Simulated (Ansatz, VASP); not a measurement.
**Ag: VASP beside Ansatz**

Contents of INCAR:

```
ALGO = Normal ; EDIFF = 1E-6
ENCUT = 520 ; GGA = PS
ISIF = 2 ; ISMEAR = -1
LASPH = T ; LCHARG = T
LELF = T ; LREAL = F
LVHAR = T ; LWAVE = F
NBANDS = 18 ; NELM = 60
PREC = Accurate ; SIGMA = 0.08
```

KPOINTS

```
k-points
0
Gamma
  13 13 13
```

Contents of POSCAR:

```
Ag
1.0
    0.0000000000      2.5463120116      2.5463120116
    2.5463120116      0.0000000000      2.5463120116
    2.5463120116      2.5463120116      0.0000000000
Ag
2
Direct
   -0.1250000000     -0.1250000000     -0.1250000000
    0.1250000000      0.1250000000      0.1250000000
```

Input for Ansatz:

```yaml
crystal:
  lattice:
    - [0.0, 2.5463120116, 2.5463120116]
    - [2.5463120116, 0.0, 2.5463120116]
    - [2.5463120116, 2.5463120116, 0.0]
  atoms:
    - { symbol: Ag, position: [-0.125, -0.125, -0.125] }
    - { symbol: Ag, position: [0.125, 0.125, 0.125] }
kpoints:
  mp_grid: { grid: [13, 13, 13] }
scf:
  occupations: { method: fermi_dirac, width: 0.08 }
hamiltonian:
  xc: pbesol
  pseudopotentials: { kind: paw }
output:
  forces: true
  stress: true
  eigenvalues: true
  populations: true
```

Change from the starting cell: volume scaled by 0.6, PAW files.

Alike in both runs: task single point; functional PBEsol; k mesh 13 × 13 × 13; occupations fermi-dirac, width 0.08 eV; no spin polarisation.

|  | VASP | Ansatz |
| --- | --- | --- |
| version | VASP 6.6.1 | Ansatz 0.2.0 |
| potentials or method | VASP PAW PBE potentials, release 64 (Ag) | PAW with Ansatz's default frozen-core files, scalar-relativistic |
| plane-wave cutoff (eV) | 520 | 420 |
| valence electrons in the cell | 22 | 38 |

```csv
,VASP,Ansatz,Ansatz less VASP
pressure (GPa),85.0,87.3,+2.35
```

VASP's potentials were made for PBE, not for PBEsol. Both programs put the cell under a high pressure, so it lies far from rest at this level. With one functional, cell and mesh, what is left measures potentials, basis and numerics. VASP's potentials hold 22 valence electrons a cell and Ansatz's 38, so a difference there can come from the potentials and not from the codes.

Noted on VASP's run: the cell as given lies far from equilibrium.
